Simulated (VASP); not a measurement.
# NaNbSe3 (Pm-3m) in VASP: a series of runs

The runs below take NaNbSe3 through single point, relaxation of cell and atoms, with PBEsol.

All numbers are computed with VASP 6.6.1; they aren't measurements. Logs are shortened: lines on timing, memory, paths and dates and some standing lists are left out, and cuts for length are marked.

## Step 1: The cell of the first run

It takes space group Pm-3m (No. 221, cubic). The conventional cell has a = 5.024 Å, b = 5.024 Å, c = 5.024 Å, α = 90.00°, β = 90.00°, γ = 90.00°. Within 4.7 Å of Na (site symmetry m-3m) lie 12 Se at 3.55 Å and 8 Nb at 4.35 Å. Within 3.3 Å of Nb (site symmetry m-3m) lie 6 Se at 2.51 Å. Within 3.3 Å of Se (site symmetry 4/mmm) lie 2 Nb at 2.51 Å.

## Step 2: Single point, PBEsol

Contents of INCAR:

```
SYSTEM = NaNbSe3
  ALGO = Normal
  EDIFF = 1E-7
  ENCUT = 520
  GGA = PS
  ISIF = 2
  ISMEAR = -1
  LASPH = .TRUE.
  LCHARG = .FALSE.
  LREAL = .FALSE.
  LWAVE = .FALSE.
  NBANDS = 27
  NELM = 80
  PREC = Accurate
  SIGMA = 0.03
```

Contents of KPOINTS:

```
k-points
0
G
  4 4 4
  0 0 0
```

Contents of POSCAR:

```
NaNbSe3
1.0
    5.0242130151      0.0000000000      0.0000000000
    0.0000000000      5.0242130151      0.0000000000
    0.0000000000      0.0000000000      5.0242130151
Na Nb Se
1 1 3
Direct
    0.0000000000      0.0000000000      0.0000000000
    0.5000000000      0.5000000000      0.5000000000
    0.0000000000      0.5000000000      0.5000000000
    0.5000000000      0.0000000000      0.5000000000
    0.5000000000      0.5000000000      0.0000000000
```

Potentials or basis: VASP PAW PBE potentials, release 64 (Na_pv, Nb_sv, Se).

Run with:

```sh
cat potpaw_PBE.64/Na_pv/POTCAR potpaw_PBE.64/Nb_sv/POTCAR potpaw_PBE.64/Se/POTCAR > POTCAR
mpirun -np 1 vasp_std > vasp.out
```

OUTCAR:

```text
SYSTEM = NaNbSe3
   EDIFF = 1E-7
   ENCUT = 520
   GGA = PS
   ISIF = 2
   ISMEAR = -1
   LASPH = .TRUE.
   LREAL = .FALSE.
   NELM = 80
   PREC = Accurate

 ion  position               nearest neighbor table
   1  0.000  0.000  0.000-
   2  0.500  0.500  0.500-   3 2.51   4 2.51   5 2.51   5 2.51   4 2.51   3 2.51
   3  0.000  0.500  0.500-   2 2.51   2 2.51
   4  0.500  0.000  0.500-   2 2.51   2 2.51
   5  0.500  0.500  0.000-   2 2.51   2 2.51

  LATTYP: Found a simple cubic cell.
 ALAT       =     5.0242130151

  Lattice vectors:

 A1 = (   5.0242130151,   0.0000000000,   0.0000000000)
 A2 = (   0.0000000000,   5.0242130151,   0.0000000000)
 A3 = (   0.0000000000,   0.0000000000,   5.0242130151)

Analysis of symmetry for initial positions (statically):
=====================================================================
 Subroutine PRICEL returns:
 Original cell was already a primitive cell.

 Routine SETGRP: Setting up the symmetry group for a
 simple cubic supercell.

 Subroutine GETGRP returns: Found 48 space group operations
 (whereof 48 operations were pure point group operations)
 out of a pool of 48 trial point group operations.

The static configuration has the point symmetry O_h .

Analysis of symmetry for dynamics (positions and initial velocities):
=====================================================================
 Subroutine PRICEL returns:
 Original cell was already a primitive cell.

 Routine SETGRP: Setting up the symmetry group for a
 simple cubic supercell.

 Subroutine GETGRP returns: Found 48 space group operations
 (whereof 48 operations were pure point group operations)
 out of a pool of 48 trial point group operations.

The dynamic configuration has the point symmetry O_h .

 Subroutine INISYM returns: Found 48 space group operations
 (whereof 48 operations are pure point group operations),
 and found     1 'primitive' translations

----------------------------------------------------------------------------------------

                                     Primitive cell

  volume of cell :     126.8248

  direct lattice vectors                    reciprocal lattice vectors
     5.024213015  0.000000000  0.000000000     0.199036147  0.000000000  0.000000000
[... 73 lines left out ...]
   LSORBIT =      F    spin-orbit coupling
   LASPH  =      T    aspherical Exc in radial PAW
   ENCUT  =  520.0 eV  38.22 Ry    6.18 a.u.   9.34  9.34  9.34*2*pi/ulx,y,z
   NELM   =     80;   NELMIN=  2; NELMDL= -5     # of ELM steps
   EDIFF  = 0.1E-06   stopping-criterion for ELM
   LREAL  =      F    real-space projection
   EDIFFG = 0.1E-05   stopping-criterion for IOM
   NSW    =      0    number of steps for IOM
   IBRION =     -1    ionic relax: 0-MD 1-quasi-New 2-CG
   NFREE  =      0    steps in history (QN), initial steepest desc. (CG)
   ISIF   =      2    stress and relaxation
   ISYM   =      2    0-nonsym 1-usesym 2-fastsym
   POTIM  = 0.5000    time-step for ionic-motion
   TEBEG  =    0.0;   TEEND  =   0.0 temperature during run
   PSTRESS=    0.0 pullay stress
   NELECT =      38.0000    total number of electrons
   NUPDOWN=      -1.0000    fix difference up-down
   EMIN   =  10.00;   EMAX   =-10.00  energy-range for DOS
   EFERMI =   0.00;   METHOD = LEGACY
   ISMEAR =    -1;   SIGMA  =   0.03  broadening in eV -4-tet -1-fermi 0-gaus
   EFERMI_NEDOS =   21; number of points for ismear=-14 and -15
   IALGO  =     38    algorithm
   IMIX   =      4    mixing-type and parameters
     AMIX     =   0.40;   BMIX     =  1.00
     AMIX_MAG =   1.60;   BMIX_MAG =  1.00
  volume/ion in A,a.u.               =      25.36       171.17
  Fermi-wavevector in a.u.,A,eV,Ry     =   1.095472  2.070142 16.327795  1.200059
  Thomas-Fermi vector in A             =   2.231796
   LORBIT       =      0    0 simple, 1 ext, 2 COOP (PROOUT), +10 PAW based schemes
   GGA     = PS    functional components
   LHFCALC =     F    Hartree Fock is set to
   AEXX    =    0.0000 exact exchange contribution
   IVDW    =     0    specifies the selected vdW correction
   LEPSILON=     F    determine dielectric tensor
   LRPA    =     F    only Hartree local field effects (RPA)
 non-spin polarized calculation
  energy-cutoff  :      520.00
  volume of cell :      126.82
 maximum number of plane-waves:      3450
 NGX is ok and might be reduce to    40
   NGX = 19   NGY = 19   NGZ = 19

 number of electron      37.9999975 magnetization

 Free energy of the ion-electron system (eV)
  ---------------------------------------------------
  ext. energy  EPLUGINS =         0.00000000
  ---------------------------------------------------
  free energy    TOTEN  =       -27.06723738 eV

  energy without entropy =      -27.06723507  energy(sigma->0) =      -27.06723623

 E-fermi :   3.3851     XC(G=0):  -9.0953

 val. band max:        3.0280483098   @ k =   0.5000   0.2500   0.2500
 cond. band min:       3.7229537268   @ k =   0.5000   0.5000   0.0000
 fundamental gap:      0.6949054170
 Fermi energy:         3.3851389125

 k-point     1 :       0.0000    0.0000    0.0000
  band No.  band energies     occupation
      1     -52.4536      2.00000
      2     -28.5646      2.00000
      3     -28.5646      2.00000
      4     -28.5646      2.00000
      5     -20.8409      2.00000
      6     -20.8409      2.00000
[... 289 lines left out ...]
     26       9.3379      0.00000
     27      10.7128      0.00000

------------------------ aborting loop because EDIFF is reached ----------------------------------------

  FORCE on cell =-STRESS in cart. coord.  units (eV):
  Direction    XX          YY          ZZ          XY          YZ          ZX
  --------------------------------------------------------------------------------------
  -------------------------------------------------------------------------------------
  Total        0.0116131      0.0116131      0.0116131      0.0000000     -0.0000000      0.0000000
  in kB        0.1467078      0.1467078      0.1467078      0.0000000     -0.0000000      0.0000000
  external PRESSURE =       0.1467078 kB  Pullay stress =       0.0000000 kB

 VOLUME and BASIS-vectors are now :
 -----------------------------------------------------------------------------
  energy-cutoff  :      520.00
  volume of cell :      126.82
      direct lattice vectors                 reciprocal lattice vectors
     5.024213015  0.000000000  0.000000000     0.199036147  0.000000000  0.000000000
     0.000000000  5.024213015  0.000000000     0.000000000  0.199036147  0.000000000
     0.000000000  0.000000000  5.024213015     0.000000000  0.000000000  0.199036147

 POSITION                                       TOTAL-FORCE (eV/Angst)
 -----------------------------------------------------------------------------------
      0.00000      0.00000      0.00000         0.000000      0.000000      0.000000
      2.51211      2.51211      2.51211         0.000000      0.000000      0.000000
      0.00000      2.51211      2.51211         0.000000      0.000000      0.000000
      2.51211      0.00000      2.51211         0.000000      0.000000      0.000000
      2.51211      2.51211      0.00000         0.000000      0.000000      0.000000
 -----------------------------------------------------------------------------------
    total drift:                                0.000000      0.000000     -0.000000

  FREE ENERGIE OF THE ION-ELECTRON SYSTEM (eV)
  ---------------------------------------------------
  free  energy   TOTEN  =       -27.0672373819 eV

  energy  without entropy=      -27.0672350732  energy(sigma->0) =      -27.06723623
```

stdout:

```text
POSCAR found type information on POSCAR NaNbSe
 POSCAR found :  3 types and       5 ions
 scaLAPACK will be used
 -----------------------------------------------------------------------------
|                                                                             |
|                                                                             |
|     You enforced a specific xc type in the INCAR file but a different       |
|     I HOPE YOU KNOW WHAT YOU ARE DOING!                                     |
|                                                                             |
 -----------------------------------------------------------------------------

 LDA part: xc-table for (Slater+PW92), standard interpolation
 POSCAR, INCAR and KPOINTS ok, starting setup
 FFT: planning ... GRIDC
 FFT: planning ... GRID_SOFT
 FFT: planning ... GRID
 WAVECAR not read
 entering main loop
```

It took 54 s on 1 thread of AMD EPYC 7R43 (Zen 3), shared host; peak memory 0.21 GiB.

Results:

```
Free energy            : -27.0672 eV
Pressure               : 0.0 GPa
Band gap on the k mesh : zero (bands 19 and 20 overlap by 0.99 eV)
```

Caveat: the PAW data sets were made with another functional, which shifts forces and pressure a little.

## Step 3: Relaxation of cell and atoms, PBEsol

This run uses another cell than the first one, of 24.85 Å³/atom.

Contents of INCAR:

```
SYSTEM = NaNbSe3
ALGO = Normal ; EDIFF = 1E-6
EDIFFG = -0.01 ; ENCUT = 600
GGA = PS ; IBRION = 2
ISIF = 3 ; ISMEAR = -1
LASPH = .TRUE. ; LCHARG = .FALSE.
LREAL = .FALSE. ; LWAVE = .FALSE.
NELM = 80 ; NSW = 100
PREC = Accurate ; SIGMA = 0.03
```

KPOINTS is that of step 2.

Changes to POSCAR since step 2:

```diff
@@ -2,5 +2,5 @@
 1.0
-    5.0242130151      0.0000000000      0.0000000000
-    0.0000000000      5.0242130151      0.0000000000
-    0.0000000000      0.0000000000      5.0242130151
+    4.9897673200      0.0000000000      0.0000000000
+    0.0000000000      4.9897673200      0.0000000000
+    0.0000000000      0.0000000000      4.9897673200
 Na Nb Se
```

Potentials or basis: VASP PAW PBE potentials, release 64 (Na_pv, Nb_sv, Se).

Run with:

```sh
cat potpaw_PBE.64/Na_pv/POTCAR potpaw_PBE.64/Nb_sv/POTCAR potpaw_PBE.64/Se/POTCAR > POTCAR
mpirun -np 1 vasp_std > vasp.out
```

Run time: 2.6 min. Hardware: 1 thread of AMD EPYC 7R43 (Zen 3), shared host; peak memory 0.22 GiB.

It converged, with:

* Free energy: -27.0671 eV
* Relaxed volume: 25.37 Å³/atom
* Relaxed cell: a = 5.025 Å, b = 5.025 Å, c = 5.025 Å, α = 90.00°, β = 90.00°, γ = 90.00°
* Space group after relaxing (to 0.1 Å): Pm-3m (No. 221)
* Energy gained by relaxing: 2.5 meV/atom
* Ionic steps: 3
* Pressure after relaxing: 0.0 GPa
* Band gap on the k mesh: zero (bands 19 and 20 overlap by 0.99 eV)

The path:
```tsv
step	energy change (eV)	largest force (eV/Å)	pressure (GPa)	volume (Å³)
1	0.0000	0.0000	1.53	124.23
2	-0.0073	0.0000	-0.91	128.56
3	-0.0123	0.0000	0.00	126.85
```

Final structure:
```
Na Nb Se
1.0
     5.02455    0.00000    0.00000
     0.00000    5.02455    0.00000
     0.00000    0.00000    5.02455
Na Nb Se
1 1 3
Direct
  0.00000 0.00000 0.00000
  0.50000 0.50000 0.50000
  0.00000 0.50000 0.50000
  0.50000 0.00000 0.50000
  0.50000 0.50000 0.00000
```

Levels at points of the mesh, in eV from the Fermi level:
| k point | band 15 | band 16 | band 17 | band 18 | band 19 | band 20 | band 21 | band 22 | band 23 |
| --- | --- | --- | --- | --- | --- | --- | --- | --- | --- |
| (0.00, 0.00, 0.00) | -1.11 | -1.11 | -0.83 | -0.83 | -0.83 | -0.37 | -0.37 | -0.37 | 1.18 |
| (0.50, 0.00, 0.00) | -3.08 | -2.72 | -1.63 | -0.79 | -0.59 | -0.59 | 1.20 | 1.74 | 1.74 |
| (0.50, 0.50, 0.00) | -3.01 | -2.45 | -2.10 | -2.10 | 0.34 | 1.61 | 1.76 | 1.76 | 1.94 |
| (0.50, 0.50, 0.50) | -4.52 | -4.52 | 0.37 | 0.37 | 0.37 | 1.77 | 1.77 | 1.77 | 2.14 |

Caveat: the PAW data sets were made with another functional, which shifts forces and pressure a little.
